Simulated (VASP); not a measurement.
# Al5Ru3 (Pmmm) in VASP: single point with PBEsol

Aim: the single point of Al5Ru3 with PBEsol.

Everything below comes from runs of VASP 6.6.1. Logs are shortened: lines on timing, memory, paths and dates and some standing lists are left out, and cuts for length are marked.

### Step 1. The cell of the first run

Symmetry: Pmmm, No. 47, orthorhombic system. The conventional cell has a = 3.104 Å, b = 4.167 Å, c = 8.392 Å, α = 90.00°, β = 90.00°, γ = 90.00°. Within 3.3 Å of Ru (site symmetry mm2) lie 10 Al at 2.51 to 2.87 Å and 4 Ru at 3.04 to 3.10 Å. Within 3.3 Å of Ru (site symmetry mmm) lie 8 Al at 2.50 to 2.60 Å and 6 Ru at 3.04 to 3.10 Å. Within 3.4 Å of Al (site symmetry mmm) lie 8 Ru at 2.60 to 2.71 Å and 6 Al at 2.86 to 3.10 Å. Al (site symmetry mmm) has 4 Ru at 2.51 Å and 10 Al at 2.60 to 3.10 Å within 3.3 Å. Within 3.4 Å of Al (site symmetry mmm) lie 10 Al at 2.60 to 3.10 Å and 4 Ru at 2.87 Å. Al (site symmetry mm2) has 6 Ru at 2.50 to 2.61 Å and 8 Al at 2.72 to 3.10 Å within 3.3 Å.

### Step 2. Single point, PBEsol

INCAR

```
SYSTEM = Al5Ru3
PREC = Accurate
ENCUT = 520
EDIFF = 1E-6
ISMEAR = 0
SIGMA = 0.1
LREAL = .False.
LASPH = .True.
NELM = 100
ALGO = Fast
ISIF = 2
LWAVE = .False.
LCHARG = .False.
GGA = PS
NBANDS = 38
```

KPOINTS

```
Automatic mesh
0
Gamma
  6 6 4
  0 0 0
```

POSCAR

```
Al5Ru3
1.0
    4.1674187029      0.0000000000      0.0000000000
    0.0000000000      3.1038691820      0.0000000000
    0.0000000000      0.0000000000      8.3924568238
Ru Al
3 5
Direct
    0.0000000000      0.5000000000      0.2643926250
    0.0000000000      0.5000000000      0.7356073750
    0.5000000000      0.5000000000      0.0000000000
    0.0000000000      0.0000000000      0.0000000000
    0.0000000000      0.0000000000      0.5000000000
    0.5000000000      0.5000000000      0.5000000000
    0.5000000000      0.0000000000      0.2332696169
    0.5000000000      0.0000000000      0.7667303831
```

Potentials or basis: VASP PAW PBE potentials, release 64 (Ru_pv, Al).

On the command line:

```sh
$ cat potpaw_PBE.64/Ru_pv/POTCAR potpaw_PBE.64/Al/POTCAR > POTCAR
$ mpirun -np 1 vasp_std > vasp.out
```

OUTCAR:

```text
SYSTEM = Al5Ru3
   PREC = Accurate
   ENCUT = 520
   EDIFF = 1E-6
   ISMEAR = 0
   LREAL = .False.
   LASPH = .True.
   NELM = 100
   ISIF = 2
   GGA = PS

 ion  position               nearest neighbor table
   1  0.000  0.500  0.264-   5 2.51   5 2.51   7 2.61   7 2.61   7 2.61   7 2.61   4 2.71   4 2.71
                             6 2.87   6 2.87   3 3.04   3 3.04
   2  0.000  0.500  0.736-   5 2.51   5 2.51   8 2.61   8 2.61   8 2.61   8 2.61   4 2.71   4 2.71
                             6 2.87   6 2.87   3 3.04   3 3.04
   3  0.500  0.500  0.000-   7 2.50   8 2.50   7 2.50   8 2.50   4 2.60   4 2.60   4 2.60   4 2.60
                             1 3.04   2 3.04   1 3.04   2 3.04
   4  0.000  0.000  0.000-   3 2.60   3 2.60   3 2.60   3 2.60   2 2.71   2 2.71   1 2.71   1 2.71
                             8 2.86   7 2.86   8 2.86   7 2.86
   5  0.000  0.000  0.500-   1 2.51   2 2.51   1 2.51   2 2.51   6 2.60   6 2.60   6 2.60   6 2.60
                             8 3.06   7 3.06   8 3.06   7 3.06
   6  0.500  0.500  0.500-   5 2.60   5 2.60   5 2.60   5 2.60   7 2.72   8 2.72   8 2.72   7 2.72
                             1 2.87   2 2.87   1 2.87   2 2.87
   7  0.500  0.000  0.233-   3 2.50   3 2.50   1 2.61   1 2.61   1 2.61   1 2.61   6 2.72   6 2.72
                             4 2.86   4 2.86   5 3.06   5 3.06
   8  0.500  0.000  0.767-   3 2.50   3 2.50   2 2.61   2 2.61   2 2.61   2 2.61   6 2.72   6 2.72
                             4 2.86   4 2.86   5 3.06   5 3.06

  LATTYP: Found a simple orthorhombic cell.
 ALAT       =     3.1038691820
 B/A-ratio  =     1.3426528177
 C/A-ratio  =     2.7038693745

  Lattice vectors:

 A1 = (   0.0000000000,  -3.1038691820,   0.0000000000)
 A2 = (   4.1674187029,   0.0000000000,   0.0000000000)
 A3 = (   0.0000000000,   0.0000000000,   8.3924568238)

Analysis of symmetry for initial positions (statically):
=====================================================================
 Subroutine PRICEL returns:
 Original cell was already a primitive cell.

 Routine SETGRP: Setting up the symmetry group for a
 simple orthorhombic supercell.

 Subroutine GETGRP returns: Found  8 space group operations
 (whereof  8 operations were pure point group operations)
 out of a pool of  8 trial point group operations.

The static configuration has the point symmetry D_2h.

Analysis of symmetry for dynamics (positions and initial velocities):
=====================================================================
 Subroutine PRICEL returns:
 Original cell was already a primitive cell.

 Routine SETGRP: Setting up the symmetry group for a
 simple orthorhombic supercell.

 Subroutine GETGRP returns: Found  8 space group operations
 (whereof  8 operations were pure point group operations)
 out of a pool of  8 trial point group operations.

The dynamic configuration has the point symmetry D_2h.

 Subroutine INISYM returns: Found  8 space group operations
 (whereof  8 operations are pure point group operations),
 and found     1 'primitive' translations

----------------------------------------------------------------------------------------

                                     Primitive cell

  volume of cell :     108.5575

  direct lattice vectors                    reciprocal lattice vectors
     4.167418703  0.000000000  0.000000000     0.239956691  0.000000000  0.000000000
     0.000000000  3.103869182  0.000000000     0.000000000  0.322178527  0.000000000
     0.000000000  0.000000000  8.392456824     0.000000000  0.000000000  0.119154620

  length of vectors
     4.167418703  3.103869182  8.392456824     0.239956691  0.322178527  0.119154620

  position of ions in fractional coordinates (direct lattice)
     0.000000000  0.500000000  0.264392625
     0.000000000  0.500000000  0.735607375
     0.500000000  0.500000000  0.000000000
     0.000000000  0.000000000  0.000000000
     0.000000000  0.000000000  0.500000000
     0.500000000  0.500000000  0.500000000
     0.500000000  0.000000000  0.233269617
     0.500000000  0.000000000  0.766730383

  ion indices of the primitive-cell ions
   primitive index   ion index
                 1           1
                 2           2
                 3           3
                 4           4
                 5           5
                 6           6
                 7           7
                 8           8

----------------------------------------------------------------------------------------

 KPOINTS: Automatic mesh

Automatic generation of k-mesh.
 Grid dimensions read from file:
 generate k-points for:    6    6    4

 Generating k-lattice:

  Cartesian coordinates                     Fractional coordinates (reciprocal lattice)
     0.039992782  0.000000000  0.000000000     0.166666667  0.000000000  0.000000000
     0.000000000  0.053696421  0.000000000     0.000000000  0.166666667  0.000000000
     0.000000000  0.000000000  0.029788655     0.000000000  0.000000000  0.250000000

  Length of vectors
     0.039992782  0.053696421  0.029788655

  Shift w.r.t. Gamma in fractional coordinates (k-lattice)
     0.000000000  0.000000000  0.000000000

 Subroutine IBZKPT returns following result:
 ===========================================

 Found     48 irreducible k-points:

 Following reciprocal coordinates:
            Coordinates               Weight
  0.000000  0.000000  0.000000      1.000000
  0.166667  0.000000  0.000000      2.000000
  0.333333  0.000000  0.000000      2.000000
  0.500000  0.000000  0.000000      1.000000
  0.000000  0.166667  0.000000      2.000000
  0.166667  0.166667  0.000000      4.000000
[... 16 lines left out ...]
  0.333333  0.166667  0.250000      8.000000
  0.500000  0.166667  0.250000      4.000000
 [... further k-points ...]
   k-points           NKPTS =     48   k-points in BZ     NKDIM =     48   number of bands    NBANDS=     38
   number of dos      NEDOS =    301   number of ions     NIONS =      8
   total plane-waves  NPLWV =  49152
   dimension x,y,z NGX =    32 NGY =   24 NGZ =   64
   dimension x,y,z NGXF=    64 NGYF=   48 NGZF=  128
   ions per type =               3   5
   NGX,Y,Z   is equivalent  to a cutoff of  12.77, 12.85, 12.68 a.u.
   NGXF,Y,Z  is equivalent  to a cutoff of  25.53, 25.71, 25.36 a.u.
 SYSTEM =  Al5Ru3
   PREC   = accura    normal or accurate (medium, high low for compatibility)
   ISTART =      0    job   : 0-new  1-cont  2-samecut
   ICHARG =      2    charge: 1-file 2-atom 10-const
   ISPIN  =      1    spin polarized calculation?
   LNONCOLLINEAR =      F non collinear calculations
   LSORBIT =      F    spin-orbit coupling
   LASPH  =      T    aspherical Exc in radial PAW
   ENCUT  =  520.0 eV  38.22 Ry    6.18 a.u.   7.75  5.77 15.60*2*pi/ulx,y,z
   NELM   =    100;   NELMIN=  2; NELMDL= -5     # of ELM steps
   EDIFF  = 0.1E-05   stopping-criterion for ELM
   LREAL  =      F    real-space projection
   EDIFFG = 0.1E-04   stopping-criterion for IOM
   NSW    =      0    number of steps for IOM
   IBRION =     -1    ionic relax: 0-MD 1-quasi-New 2-CG
   NFREE  =      0    steps in history (QN), initial steepest desc. (CG)
   ISIF   =      2    stress and relaxation
   ISYM   =      2    0-nonsym 1-usesym 2-fastsym
   POTIM  = 0.5000    time-step for ionic-motion
   TEBEG  =    0.0;   TEEND  =   0.0 temperature during run
   PSTRESS=    0.0 pullay stress
   NELECT =      57.0000    total number of electrons
   NUPDOWN=      -1.0000    fix difference up-down
   EMIN   =  10.00;   EMAX   =-10.00  energy-range for DOS
   EFERMI =   0.00;   METHOD = LEGACY
   ISMEAR =     0;   SIGMA  =   0.10  broadening in eV -4-tet -1-fermi 0-gaus
   EFERMI_NEDOS =   21; number of points for ismear=-14 and -15
   IALGO  =     68    algorithm
   IMIX   =      4    mixing-type and parameters
     AMIX     =   0.40;   BMIX     =  1.00
     AMIX_MAG =   1.60;   BMIX_MAG =  1.00
  volume/ion in A,a.u.               =      13.57        91.57
  Fermi-wavevector in a.u.,A,eV,Ry     =   1.320728  2.495813 23.732931  1.744321
  Thomas-Fermi vector in A             =   2.450533
   LORBIT       =      0    0 simple, 1 ext, 2 COOP (PROOUT), +10 PAW based schemes
   GGA     = PS    functional components
   LHFCALC =     F    Hartree Fock is set to
   AEXX    =    0.0000 exact exchange contribution
   IVDW    =     0    specifies the selected vdW correction
   LEPSILON=     F    determine dielectric tensor
   LRPA    =     F    only Hartree local field effects (RPA)
 non-spin polarized calculation
 RMM-DIIS sequential band-by-band and
 Gauss-broadening in eV      SIGMA  =   0.10
  energy-cutoff  :      520.00
  volume of cell :      108.56
 maximum number of plane-waves:      2944
 NGX is ok and might be reduce to    32
   NGX = 15   NGY = 11   NGZ = 31

 number of electron      56.9999987 magnetization

 Free energy of the ion-electron system (eV)
  ---------------------------------------------------
  ext. energy  EPLUGINS =         0.00000000
  ---------------------------------------------------
  free energy    TOTEN  =       -55.35833723 eV

  energy without entropy =      -55.34497763  energy(sigma->0) =      -55.35165743

 E-fermi :  10.6070     XC(G=0): -12.1983

 val. band max:       10.5725805711   @ k =   0.0000   0.5000   0.0000
 cond. band min:      10.6145498495   @ k =   0.5000   0.1667   0.5000
 fundamental gap:      0.0419692784
 Fermi energy:        10.6069541642

 k-point     1 :       0.0000    0.0000    0.0000
  band No.  band energies     occupation
      1     -31.5379      2.00000
      2     -31.5327      2.00000
      3     -31.5208      2.00000
      4     -31.5198      2.00000
      5     -31.4633      2.00000
      6     -31.4620      2.00000
[... 30 lines left out ...]
     37      16.0552      0.00000
     38      16.0733      0.00000

 k-point     2 :       0.1667    0.0000    0.0000
  band No.  band energies     occupation
      1     -31.5421      2.00000
      2     -31.5361      2.00000
      3     -31.5210      2.00000
      4     -31.5184      2.00000
      5     -31.4630      2.00000
      6     -31.4620      2.00000
[... 894 lines left out ...]
 k-point    24 :       0.5000    0.1667    0.2500
  band No.  band energies     occupation
      1     -31.5503      2.00000
      2     -31.5357      2.00000
      3     -31.5218      2.00000
      4     -31.5125      2.00000
      5     -31.4971      2.00000
      6     -31.4969      2.00000
[... 30 lines left out ...]
     37      16.2996      0.00000
     38      17.2810      0.00000

 [... further k-points ...]

------------------------ aborting loop because EDIFF is reached ----------------------------------------

  FORCE on cell =-STRESS in cart. coord.  units (eV):
  Direction    XX          YY          ZZ          XY          YZ          ZX
  --------------------------------------------------------------------------------------
  -------------------------------------------------------------------------------------
  Total        0.2128524     -0.1070855      0.3804410      0.0000000      0.0000000      0.0000000
  in kB        3.1414457     -1.5804526      5.6148507      0.0000000      0.0000000      0.0000000
  external PRESSURE =       2.3919479 kB  Pullay stress =       0.0000000 kB

 VOLUME and BASIS-vectors are now :
 -----------------------------------------------------------------------------
  energy-cutoff  :      520.00
  volume of cell :      108.56
      direct lattice vectors                 reciprocal lattice vectors
     4.167418703  0.000000000  0.000000000     0.239956691  0.000000000  0.000000000
     0.000000000  3.103869182  0.000000000     0.000000000  0.322178527  0.000000000
     0.000000000  0.000000000  8.392456824     0.000000000  0.000000000  0.119154620

 POSITION                                       TOTAL-FORCE (eV/Angst)
 -----------------------------------------------------------------------------------
      0.00000      1.55193      2.21890         0.000000      0.000000     -0.033840
      0.00000      1.55193      6.17355        -0.000000      0.000000      0.033840
      2.08371      1.55193      0.00000         0.000000      0.000000      0.000000
      0.00000      0.00000      0.00000         0.000000      0.000000      0.000000
      0.00000      0.00000      4.19623         0.000000      0.000000      0.000000
      2.08371      1.55193      4.19623         0.000000      0.000000      0.000000
      2.08371      0.00000      1.95771         0.000000      0.000000      0.032338
      2.08371      0.00000      6.43475         0.000000      0.000000     -0.032338
 -----------------------------------------------------------------------------------
    total drift:                                0.000000     -0.000000     -0.000000

  FREE ENERGIE OF THE ION-ELECTRON SYSTEM (eV)
  ---------------------------------------------------
  free  energy   TOTEN  =       -55.3583372319 eV

  energy  without entropy=      -55.3449776333  energy(sigma->0) =      -55.35165743
```

Wall time 5.7 min (1 thread of Intel Xeon 8259CL, shared host); peak memory 0.28 GiB.

What came out:

```yaml
Free_energy: -55.3583 eV
Pressure: 0.2 GPa
Largest_force: 0.034 eV/Å
Band_gap_on_the_k_mesh: zero (an odd number of electrons rules out a gap without spin polarisation)
```

Forces in eV/Å, atoms in the order of the input:
```
Ru   0.000  0.000 -0.034
Ru   0.000  0.000  0.034
Ru   0.000  0.000  0.000
Al   0.000  0.000  0.000
Al   0.000  0.000  0.000
Al   0.000  0.000  0.000
Al   0.000  0.000  0.032
Al   0.000  0.000 -0.032
```

Levels at points of the mesh, in eV from the Fermi level:
| k point | band 27 | band 28 | band 29 | band 30 | band 31 | band 32 |
| --- | --- | --- | --- | --- | --- | --- |
| (0.00, 0.00, 0.00) | -1.06 | -0.73 | -0.59 | 1.04 | 2.17 | 2.53 |
| (0.50, 0.00, 0.00) | -0.78 | -0.67 | -0.57 | 0.47 | 2.18 | 2.53 |
| (0.00, 0.50, 0.00) | -0.03 | 0.97 | 1.35 | 1.42 | 1.85 | 1.95 |
| (0.50, 0.50, 0.00) | -1.35 | -0.77 | -0.55 | 0.24 | 1.01 | 1.45 |
| (0.00, 0.00, 0.50) | -0.87 | -0.74 | -0.57 | 0.89 | 1.43 | 3.91 |
| (0.50, 0.00, 0.50) | -0.96 | -0.63 | -0.47 | 0.15 | 1.62 | 2.01 |
| (0.00, 0.50, 0.50) | -0.28 | 0.33 | 0.91 | 1.32 | 1.58 | 1.59 |
| (0.50, 0.50, 0.50) | -1.12 | -1.07 | -0.42 | 0.89 | 1.13 | 1.16 |

Caveat: the PAW data sets were made with another functional, which shifts forces and pressure a little.

The gap in the log of VASP goes by the Fermi energy; the results here count the filled bands.